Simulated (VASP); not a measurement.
Set up this calculation in VASP 6.6.1, as the native input.

| Property | Result |
| --- | --- |
| Task | single point |
| Functional | PBE |
| Dispersion | D4 |
| Potentials or basis | VASP PAW PBE potentials, release 64 (Sn_d, Se) |
| Cutoff | 520 eV |
| k mesh | 8 × 8 × 8 |
| Occupations | fermi-dirac, width 0.05 eV |
| Spin | no spin polarisation |
| Dipole correction | no |
| Further INCAR settings | ALGO = Normal; EDIFF = 1e-07; NBANDS = 17 |

The structure of SnSe lies in POSCAR:

```
SnSe
1.0
    0.0000000000      2.9897980490      2.9897980490
    2.9897980490      0.0000000000      2.9897980490
    2.9897980490      2.9897980490      0.0000000000
Sn Se
1 1
Direct
    0.0000000000      0.0000000000      0.0000000000
    0.5000000000      0.5000000000      0.5000000000
```

The input as run:

INCAR

```
SYSTEM = SnSe
PREC = Accurate
ENCUT = 520
EDIFF = 1E-7
ISMEAR = -1
SIGMA = 0.05
LREAL = .False.
LASPH = .True.
NELM = 80
ALGO = Normal
ISIF = 2
LWAVE = .False.
LCHARG = .True.
GGA = PE
IVDW = 13
LELF = .True.
LVHAR = .True.
NBANDS = 17
```

KPOINTS

```
regular mesh
0
Gamma
  8 8 8
  0 0 0
```

Potentials or basis: VASP PAW PBE potentials, release 64 (Sn_d, Se).

Run with:

```bash
$ cat potpaw_PBE.64/Sn_d/POTCAR potpaw_PBE.64/Se/POTCAR > POTCAR
$ mpirun -np 1 vasp_std > vasp.out
```

Results of the run:

The pressure is -0.2 GPa, the band gap on the k mesh is 0.67 eV, direct and the dispersion energy per atom is -0.395 eV.

Caveat: spin-orbit coupling is left out, which moves the levels of the heavy elements.

Run time: 17 s on 1 thread of Intel(R) Xeon(R) Platinum 8488C (Sapphire Rapids), on a shared host, peak memory 0.18 GiB.
